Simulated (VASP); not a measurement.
# Cu (I4/mmm) in VASP: a series of runs

Runs on Cu. Level: PBE. Tasks: single point.

Everything below comes from runs of VASP 6.6.1. Logs are shortened: lines on timing, memory, paths and dates and some standing lists are left out, and cuts for length are marked.

**1. The cell of the first run**

The structure is tetragonal, space group I4/mmm (No. 139). The conventional cell has a = 2.951 Å, b = 2.951 Å, c = 2.787 Å, α = 90.00°, β = 90.00°, γ = 90.00°. Cu (site symmetry 4/mmm) has 14 Cu at 2.51 to 2.95 Å within 3.3 Å.

**2. Single point, PBE (strain along c alone, the other axes held: +1.0 %)**

The input, INCAR:

```
ALGO     = Fast           # electronic algorithm
EDIFF    = 1E-6           # SCF threshold, eV
ENCUT    = 520            # plane-wave cutoff, eV
GGA      = PE             # functional
ISIF     = 2              # what is computed and relaxed
ISMEAR   = 0              # smearing method
LASPH    = T              # aspherical terms in the spheres
LCHARG   = T              # write CHGCAR
LELF     = T              # ELF
LREAL    = F              # projectors in reciprocal space
LVHAR    = T            
LWAVE    = F              # write WAVECAR
NBANDS   = 18             # bands
NELM     = 60             # most SCF steps
PREC     = Accurate       # precision mode
SIGMA    = 0.1            # smearing width, eV
```

The input, KPOINTS:

```
k-points
0
Gamma
  14 14 16
```

The input, POSCAR:

```
Cu
1.0
    2.9510618436      0.0000000000      0.0000000000
    0.0000000000      2.9510618436      0.0000000000
    0.0000000000      0.0000000000      2.7867019041
Cu
2
Direct
    0.0000000000      0.0000000000      0.0000000000
    0.5000000000      0.5000000000      0.5000000000
```

Potentials or basis: VASP PAW PBE potentials, release 64 (Cu).

Run with:

```console
$ cat potpaw_PBE.64/Cu/POTCAR > POTCAR
$ mpirun -np 1 vasp_std > vasp.out
```

OUTCAR:

```text
EDIFF = 1E-6
   ENCUT = 520
   GGA = PE
   ISIF = 2
   ISMEAR = 0
   LASPH = T
   LREAL = F
   NELM = 60
   PREC = Accurate

 ion  position               nearest neighbor table
   1  0.000  0.000  0.000-   2 2.51   2 2.51   2 2.51   2 2.51   2 2.51   2 2.51   2 2.51   2 2.51

   2  0.500  0.500  0.500-   1 2.51   1 2.51   1 2.51   1 2.51   1 2.51   1 2.51   1 2.51   1 2.51

  LATTYP: Found a simple tetragonal cell.
 ALAT       =     2.9510618436
 C/A-ratio  =     0.9443048136

  Lattice vectors:

 A1 = (   2.9510618436,   0.0000000000,   0.0000000000)
 A2 = (   0.0000000000,   2.9510618436,   0.0000000000)
 A3 = (   0.0000000000,   0.0000000000,   2.7867019041)

Analysis of symmetry for initial positions (statically):
=====================================================================
 Subroutine PRICEL returns following result:

  LATTYP: Found a body centered tetragonal cell.
 ALAT       =     2.9510618436
 C/A-ratio  =     0.9443048136

  Lattice vectors:

 A1 = (  -1.4755309218,  -1.4755309218,  -1.3933509521)
 A2 = (   1.4755309218,   1.4755309218,  -1.3933509521)
 A3 = (   1.4755309218,  -1.4755309218,   1.3933509521)

   2 primitive cells build up your supercell.

 Routine SETGRP: Setting up the symmetry group for a
 simple tetragonal supercell.

 Subroutine GETGRP returns: Found 16 space group operations
 (whereof 16 operations were pure point group operations)
 out of a pool of 16 trial point group operations.

The static configuration has the point symmetry D_4h.

Analysis of symmetry for dynamics (positions and initial velocities):
=====================================================================
 Subroutine PRICEL returns following result:

  LATTYP: Found a body centered tetragonal cell.
 ALAT       =     2.9510618436
 C/A-ratio  =     0.9443048136

  Lattice vectors:

 A1 = (  -1.4755309218,  -1.4755309218,  -1.3933509521)
 A2 = (   1.4755309218,   1.4755309218,  -1.3933509521)
 A3 = (   1.4755309218,  -1.4755309218,   1.3933509521)

   2 primitive cells build up your supercell.

 Routine SETGRP: Setting up the symmetry group for a
 simple tetragonal supercell.

[... 94 lines left out ...]
   ISTART =      0    job   : 0-new  1-cont  2-samecut
   ICHARG =      2    charge: 1-file 2-atom 10-const
   ISPIN  =      1    spin polarized calculation?
   LNONCOLLINEAR =      F non collinear calculations
   LSORBIT =      F    spin-orbit coupling
   LASPH  =      T    aspherical Exc in radial PAW
   ENCUT  =  520.0 eV  38.22 Ry    6.18 a.u.   5.49  5.49  5.18*2*pi/ulx,y,z
   NELM   =     60;   NELMIN=  2; NELMDL= -5     # of ELM steps
   EDIFF  = 0.1E-05   stopping-criterion for ELM
   LREAL  =      F    real-space projection
   EDIFFG = 0.1E-04   stopping-criterion for IOM
   NSW    =      0    number of steps for IOM
   IBRION =     -1    ionic relax: 0-MD 1-quasi-New 2-CG
   NFREE  =      0    steps in history (QN), initial steepest desc. (CG)
   ISIF   =      2    stress and relaxation
   ISYM   =      2    0-nonsym 1-usesym 2-fastsym
   POTIM  = 0.5000    time-step for ionic-motion
   TEBEG  =    0.0;   TEEND  =   0.0 temperature during run
   PSTRESS=    0.0 pullay stress
   NELECT =      22.0000    total number of electrons
   NUPDOWN=      -1.0000    fix difference up-down
   EMIN   =  10.00;   EMAX   =-10.00  energy-range for DOS
   EFERMI =   0.00;   METHOD = LEGACY
   ISMEAR =     0;   SIGMA  =   0.10  broadening in eV -4-tet -1-fermi 0-gaus
   EFERMI_NEDOS =   21; number of points for ismear=-14 and -15
   IALGO  =     68    algorithm
   IMIX   =      4    mixing-type and parameters
     AMIX     =   0.40;   BMIX     =  1.00
     AMIX_MAG =   1.60;   BMIX_MAG =  1.00
  volume/ion in A,a.u.               =      12.13        81.89
  Fermi-wavevector in a.u.,A,eV,Ry     =   1.584407  2.994095 34.155313  2.510345
  Thomas-Fermi vector in A             =   2.684029
   LORBIT       =      0    0 simple, 1 ext, 2 COOP (PROOUT), +10 PAW based schemes
   GGA     = PE    functional components
   LHFCALC =     F    Hartree Fock is set to
   AEXX    =    0.0000 exact exchange contribution
   IVDW    =     0    specifies the selected vdW correction
   LEPSILON=     F    determine dielectric tensor
   LRPA    =     F    only Hartree local field effects (RPA)
 non-spin polarized calculation
 RMM-DIIS sequential band-by-band and
 Gauss-broadening in eV      SIGMA  =   0.10
  energy-cutoff  :      520.00
  volume of cell :       24.27
 maximum number of plane-waves:       675
 NGX is ok and might be reduce to    24
   NGX = 11   NGY = 11   NGZ = 11

 number of electron      22.0000038 magnetization

 Free energy of the ion-electron system (eV)
  ---------------------------------------------------
  ext. energy  EPLUGINS =         0.00000000
  ---------------------------------------------------
  free energy    TOTEN  =        -7.38793608 eV

  energy without entropy =       -7.38486630  energy(sigma->0) =       -7.38640119

 E-fermi :   7.2736     XC(G=0): -12.5704

 val. band max:        7.2303865215   @ k =   0.5000   0.2857   0.1875
 cond. band min:       7.2787768033   @ k =   0.4286   0.1429   0.4375
 fundamental gap:      0.0483902818
 Fermi energy:         7.2736247101

 k-point     1 :       0.0000    0.0000    0.0000
  band No.  band energies     occupation
      1      -1.8865      2.00000
      2       2.7524      2.00000
      3       2.8029      2.00000
      4       4.0998      2.00000
      5       4.3177      2.00000
      6       4.3177      2.00000
[... 481 lines left out ...]
      5       4.1299      2.00000
      6       4.4252      2.00000
[... 10 lines left out ...]
     17      26.5526      0.00000
     18      26.8913      0.00000

 [... further k-points ...]

------------------------ aborting loop because EDIFF is reached ----------------------------------------

  FORCE on cell =-STRESS in cart. coord.  units (eV):
  Direction    XX          YY          ZZ          XY          YZ          ZX
  --------------------------------------------------------------------------------------
  -------------------------------------------------------------------------------------
  Total       -0.0574034     -0.0574034     -0.0121690      0.0000000     -0.0000000     -0.0000000
  in kB       -3.7896648     -3.7896648     -0.8033753      0.0000000     -0.0000000     -0.0000000
  external PRESSURE =      -2.7942349 kB  Pullay stress =       0.0000000 kB

 VOLUME and BASIS-vectors are now :
 -----------------------------------------------------------------------------
  energy-cutoff  :      520.00
  volume of cell :       24.27
      direct lattice vectors                 reciprocal lattice vectors
     2.951061844  0.000000000  0.000000000     0.338861079  0.000000000  0.000000000
     0.000000000  2.951061844  0.000000000     0.000000000  0.338861079  0.000000000
     0.000000000  0.000000000  2.786701904     0.000000000  0.000000000  0.358847137

 POSITION                                       TOTAL-FORCE (eV/Angst)
 -----------------------------------------------------------------------------------
      0.00000      0.00000      0.00000        -0.000000      0.000000      0.000000
      1.47553      1.47553      1.39335         0.000000     -0.000000     -0.000000
 -----------------------------------------------------------------------------------
    total drift:                                0.000000      0.000000     -0.000000

  FREE ENERGIE OF THE ION-ELECTRON SYSTEM (eV)
  ---------------------------------------------------
  free  energy   TOTEN  =        -7.3879360801 eV

  energy  without entropy=       -7.3848662997  energy(sigma->0) =       -7.38640119
```

OSZICAR:

```text
N       E                     dE             d eps       ncg     rms          rms(c)
DAV:   1     0.122832038435E+03    0.12283E+03   -0.10658E+04 12768   0.217E+03
DAV:   2    -0.286582609797E+01   -0.12570E+03   -0.11919E+03 11690   0.286E+02
DAV:   3    -0.908576219353E+01   -0.62199E+01   -0.60057E+01 12932   0.868E+01
DAV:   4    -0.915530111718E+01   -0.69539E-01   -0.69480E-01 13508   0.983E+00
DAV:   5    -0.915627934355E+01   -0.97823E-03   -0.97819E-03 13922   0.997E-01    0.107E+01
RMM:   6    -0.808720967604E+01    0.10691E+01   -0.10983E+01 13601   0.583E+01    0.627E+00
RMM:   7    -0.740891584725E+01    0.67829E+00   -0.20624E+00 13415   0.263E+01    0.140E+00
RMM:   8    -0.739030977358E+01    0.18606E-01   -0.57884E-02 13777   0.222E+00    0.406E-01
RMM:   9    -0.738760619426E+01    0.27036E-02   -0.15338E-02 14062   0.230E+00    0.408E-02
RMM:  10    -0.738791405624E+01   -0.30786E-03   -0.26994E-03 14896   0.499E-01    0.173E-02
RMM:  11    -0.738794260274E+01   -0.28547E-04   -0.26432E-04 14349   0.255E-01    0.374E-02
RMM:  12    -0.738793268389E+01    0.99189E-05   -0.10337E-04 14886   0.148E-01    0.886E-03
RMM:  13    -0.738793561080E+01   -0.29269E-05   -0.28298E-05 13353   0.489E-02    0.569E-03
RMM:  14    -0.738793608007E+01   -0.46927E-06   -0.36910E-06  9561   0.229E-02
   1 F= -.73879361E+01 E0= -.73864012E+01  d E =-.306978E-02
```

stdout:

```text
POSCAR found type information on POSCAR Cu
 POSCAR found :  1 types and       2 ions
 scaLAPACK will be used
 LDA part: xc-table for (Slater+PW92), standard interpolation
 POSCAR, INCAR and KPOINTS ok, starting setup
 FFT: planning ... GRIDC
 FFT: planning ... GRID_SOFT
 FFT: planning ... GRID
 WAVECAR not read
 entering main loop
```

It took 75 s on 1 thread of Intel Xeon Platinum 8259CL at 2.50GHz (Skylake/Cascade Lake), shared host; peak memory 0.22 GiB.

Results:

* Free energy: -7.3879 eV
* Pressure: -0.3 GPa
* Band gap on the k mesh: zero (band 11 reaches 13.40 eV, above the bottom of band 12 at 5.83 eV)

Stress tensor (GPa, compression positive):
```
-0.38  0.00  0.00
 0.00 -0.38  0.00
 0.00  0.00 -0.08
```

Caveat: the cell differs from its parent crystal (strain along c alone, the other axes held: +1.0 %).

**3. Single point, PBE (strain along c alone, the other axes held: +2.0 %)**

The input, INCAR:

```
  PREC = Accurate
  ENCUT = 520
  EDIFF = 1E-6
  ISMEAR = 0
  SIGMA = 0.1
  LREAL = False
  LASPH = True
  NELM = 60
  ALGO = Fast
  ISIF = 2
  LWAVE = False
  LCHARG = False
  GGA = PE
  NBANDS = 18
```

The input, KPOINTS:

```
regular mesh
0
Gamma
  14 14 16
```

POSCAR: that of step 2 with these lines changed.

```diff
@@ -4,3 +4,3 @@
     0.0000000000      2.9510618436      0.0000000000
-    0.0000000000      0.0000000000      2.7867019041
+    0.0000000000      0.0000000000      2.8142930120
 Cu
```

Potentials or basis: VASP PAW PBE potentials, release 64 (Cu).

Run with:

```console
$ cat potpaw_PBE.64/Cu/POTCAR > POTCAR
$ mpirun -np 1 vasp_std > vasp.out
```

OUTCAR:

```text
PREC = Accurate
   ENCUT = 520
   EDIFF = 1E-6
   ISMEAR = 0
   LREAL = False
   LASPH = True
   NELM = 60
   ISIF = 2
   GGA = PE

 ion  position               nearest neighbor table
   1  0.000  0.000  0.000-   2 2.52   2 2.52   2 2.52   2 2.52   2 2.52   2 2.52   2 2.52   2 2.52

   2  0.500  0.500  0.500-   1 2.52   1 2.52   1 2.52   1 2.52   1 2.52   1 2.52   1 2.52   1 2.52

  LATTYP: Found a simple tetragonal cell.
 ALAT       =     2.9510618436
 C/A-ratio  =     0.9536543662

[... 715 lines left out ...]
------------------------ aborting loop because EDIFF is reached ----------------------------------------

  FORCE on cell =-STRESS in cart. coord.  units (eV):
  Direction    XX          YY          ZZ          XY          YZ          ZX
  --------------------------------------------------------------------------------------
  -------------------------------------------------------------------------------------
  Total       -0.2465486     -0.2465486     -0.2198708      0.0000000      0.0000000      0.0000000
  in kB      -16.1171133    -16.1171133    -14.3731592      0.0000000      0.0000000      0.0000000
  external PRESSURE =     -15.5357953 kB  Pullay stress =       0.0000000 kB

 VOLUME and BASIS-vectors are now :
 -----------------------------------------------------------------------------
  energy-cutoff  :      520.00
  volume of cell :       24.51
      direct lattice vectors                 reciprocal lattice vectors
     2.951061844  0.000000000  0.000000000     0.338861079  0.000000000  0.000000000
     0.000000000  2.951061844  0.000000000     0.000000000  0.338861079  0.000000000
     0.000000000  0.000000000  2.814293012     0.000000000  0.000000000  0.355329028

 POSITION                                       TOTAL-FORCE (eV/Angst)
 -----------------------------------------------------------------------------------
      0.00000      0.00000      0.00000        -0.000000     -0.000000      0.000000
      1.47553      1.47553      1.40715         0.000000      0.000000     -0.000000
 -----------------------------------------------------------------------------------
    total drift:                                0.000000      0.000000     -0.000000

  FREE ENERGIE OF THE ION-ELECTRON SYSTEM (eV)
  ---------------------------------------------------
  free  energy   TOTEN  =        -7.3860660831 eV

  energy  without entropy=       -7.3832775146  energy(sigma->0) =       -7.38467180
```

OSZICAR:

```text
N       E                     dE             d eps       ncg     rms          rms(c)
DAV:   1     0.122849320559E+03    0.12285E+03   -0.10693E+04 12754   0.218E+03
DAV:   2    -0.297352796911E+01   -0.12582E+03   -0.11924E+03 11694   0.286E+02
DAV:   3    -0.907423922296E+01   -0.61007E+01   -0.58734E+01 13020   0.862E+01
DAV:   4    -0.914352624797E+01   -0.69287E-01   -0.69234E-01 13458   0.972E+00
DAV:   5    -0.914448054988E+01   -0.95430E-03   -0.95427E-03 14032   0.978E-01    0.107E+01
RMM:   6    -0.809914142292E+01    0.10453E+01   -0.11085E+01 13593   0.585E+01    0.634E+00
RMM:   7    -0.740601377764E+01    0.69313E+00   -0.21042E+00 13403   0.265E+01    0.138E+00
RMM:   8    -0.738826595343E+01    0.17748E-01   -0.56097E-02 13763   0.219E+00    0.389E-01
RMM:   9    -0.738575234322E+01    0.25136E-02   -0.14491E-02 14072   0.222E+00    0.382E-02
RMM:  10    -0.738604453596E+01   -0.29219E-03   -0.25881E-03 14946   0.495E-01    0.189E-02
RMM:  11    -0.738607671618E+01   -0.32180E-04   -0.24774E-04 14272   0.250E-01    0.415E-02
RMM:  12    -0.738606234297E+01    0.14373E-04   -0.10717E-04 14812   0.154E-01    0.766E-03
RMM:  13    -0.738606563623E+01   -0.32933E-05   -0.29757E-05 13397   0.493E-02    0.484E-03
RMM:  14    -0.738606608312E+01   -0.44689E-06   -0.31308E-06  9465   0.237E-02
   1 F= -.73860661E+01 E0= -.73846718E+01  d E =-.278857E-02
```

Run time: 76 s. Hardware: 1 thread of Intel Xeon Platinum 8259CL at 2.50GHz (Skylake/Cascade Lake), shared host; peak memory 0.23 GiB.

What came out:

* Free energy: -7.3861 eV
* Pressure: -1.6 GPa
* Band gap on the k mesh: zero (band 11 reaches 13.28 eV, above the bottom of band 12 at 5.74 eV)

Caveat: the cell differs from its parent crystal (strain along c alone, the other axes held: +2.0 %).

**4. Single point, PBE (strain along c alone, the other axes held: +3.0 %)**

The input, INCAR:

```
SYSTEM = Cu
ALGO = Fast
EDIFF = 1E-6
ENCUT = 520
GGA = PE
ISIF = 2
ISMEAR = 0
LASPH = .True.
LCHARG = .False.
LREAL = .False.
LWAVE = .False.
NBANDS = 18
NELM = 80
PREC = Accurate
SIGMA = 0.1
```

The input, KPOINTS:

```
k-points
0
Gamma
  14 14 16
  0 0 0
```

POSCAR: that of step 3 with these lines changed.

```diff
@@ -4,3 +4,3 @@
     0.0000000000      2.9510618436      0.0000000000
-    0.0000000000      0.0000000000      2.8142930120
+    0.0000000000      0.0000000000      2.8418841200
 Cu
```

Run with:

```console
$ cat potpaw_PBE.64/Cu/POTCAR > POTCAR
$ mpirun -np 1 vasp_std > vasp.out
```

Wall time 84 s (1 thread of Intel Xeon Platinum 8259CL at 2.50GHz (Skylake/Cascade Lake), shared host); peak memory 0.23 GiB.

Results (log left out):

```yaml
Free_energy: -7.3822 eV
Pressure: -2.8 GPa
Band_gap_on_the_k_mesh: zero (band 11 reaches 13.17 eV, above the bottom of band 12 at 5.65 eV)
```

Levels at points of the mesh, in eV from the Fermi level:
| k point | band 7 | band 8 | band 9 | band 10 | band 11 | band 12 | band 13 | band 14 | band 15 | band 16 |
| --- | --- | --- | --- | --- | --- | --- | --- | --- | --- | --- |
| (0.00, 0.00, 0.00) | -2.11 | -1.97 | -1.52 | -1.52 | -1.49 | 7.53 | 7.53 | 8.91 | 12.87 | 13.32 |
| (0.50, 0.00, 0.00) | -2.61 | -2.61 | -2.23 | -2.23 | -1.39 | -1.39 | 13.56 | 13.56 | 14.85 | 14.85 |
| (0.50, 0.50, 0.00) | -1.97 | -1.97 | -1.37 | -1.37 | -0.66 | -0.66 | 3.83 | 3.83 | 17.68 | 17.68 |
| (0.00, 0.00, 0.50) | -2.74 | -2.74 | -2.27 | -2.27 | -1.11 | -1.11 | 13.95 | 13.95 | 13.95 | 13.95 |
| (0.50, 0.00, 0.50) | -1.88 | -1.88 | -1.35 | -1.35 | -0.39 | -0.39 | 4.22 | 4.22 | 16.62 | 16.62 |
| (0.50, 0.50, 0.50) | -1.95 | -1.95 | -1.88 | -1.88 | 6.14 | 6.14 | 6.39 | 6.39 | 6.39 | 6.39 |

Caveat: the cell differs from its parent crystal (strain along c alone, the other axes held: +3.0 %).

(Continued in part 2 of 3.)
